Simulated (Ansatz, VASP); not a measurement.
**One calculation of Ge, two programs**

```xyz
2
Lattice="2.9459 0.0000 0.0000 -1.4730 2.5512 0.0000 0.0000 0.0000 5.0024" Properties=species:S:1:pos:R:3 pbc="T T T"
Ge    0.0000    1.7008    1.2506
Ge    1.4730    0.8504    3.7518
```

Change from the starting cell: volume scaled by 0.97.

Alike in both runs: task single point; functional PBE; k mesh 15 × 15 × 8; occupations fermi-dirac, width 0.05 eV; no spin polarisation.

|  | VASP | Ansatz |
| --- | --- | --- |
| version | VASP 6.6.1 | Ansatz 0.2.0 |
| potentials or method | VASP PAW PBE potentials, release 64 (Ge_d), cutoff 520 eV | all-electron LAPW, scalar-relativistic |

```tsv
	VASP	Ansatz	Ansatz less VASP
pressure (GPa)	2.1	2.1	+0.02
traceless stress, the component that is largest in VASP (GPa)	-0.11	-0.10	+0.007
```

Ansatz ran all-electron here, and VASP with PAW potentials.
